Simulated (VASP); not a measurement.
Se:

```
Se
1.0
     4.36620    0.00000    0.00000
    -2.18310    3.78124    0.00000
     0.00000    0.00000    4.95360
Se
3
Direct
  0.77460 0.77460 0.00000
  0.00000 0.22540 0.66667
  0.22540 0.00000 0.33333
```

Base run:

| Property | Result |
| --- | --- |
| Program | VASP 6.6.1 |
| Functional | PBEsol |
| Potentials or basis | VASP PAW PBE potentials, release 64 (Se) |
| Cutoff | 520 eV |
| k mesh | 7 × 7 × 6 |
| Occupations | fermi-dirac, width 0.05 eV |
| Spin | no spin polarisation |

Its results: band gap on the k mesh 1.14 eV, indirect (least direct gap 1.43 eV); pressure 0.4 GPa; largest force 0.333 eV/Å.

Problem. The run is repeated on the same cell with these changes: dispersion from none to D3(BJ). What comes out?

Solution. Band gap on the k mesh 1.14 eV, indirect (least direct gap 1.43 eV); pressure -1.3 GPa; largest force 0.327 eV/Å.

Dispersion adds attraction, which lowers the pressure at fixed volume and, as a term added to the energy, leaves the levels alone.

Caveats: the PAW data sets were made with another functional, which shifts forces and pressure a little; three body term missing (some runs).

A k mesh can miss the band edges.
